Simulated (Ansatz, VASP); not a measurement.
## Two plane-wave programs on TeAs

```xyz
2
Lattice="0.0000 2.9677 2.9677 2.9677 0.0000 2.9677 2.9677 2.9677 0.0000" Properties=species:S:1:pos:R:3 pbc="T T T"
Te    2.9677    2.9677    2.9677
As    0.0000    0.0000    0.0000
```

Alike in both runs: task single point; functional LDA; k mesh 6 × 6 × 6; occupations gaussian, width 0.1 eV; no spin polarisation.

|  | VASP | Ansatz |
| --- | --- | --- |
| version | VASP 6.6.1 | Ansatz 0.2.0 |
| potentials or method | VASP PAW LDA potentials, release 64 (Te, As), cutoff 500 eV | scalar-relativistic, plane waves, PAW |
| valence electrons in the cell | 11 | 31 |

VASP gave:

- gap on the k mesh at the Fermi level (eV): none
- pressure (GPa): -4.6

Problem. Which values does Ansatz return?

Solution. gap on the k mesh at the Fermi level (eV): none; pressure (GPa): -4.8.

LDA's correlation is that of Perdew and Zunger in VASP and of Perdew and Wang (1992) in Ansatz. A gap of «none» marks a metal or a gap that the smearing closes. VASP's potentials hold 11 valence electrons a cell and Ansatz's 31, so a difference there can come from the potentials and not from the codes.

Spin-orbit coupling is off throughout.
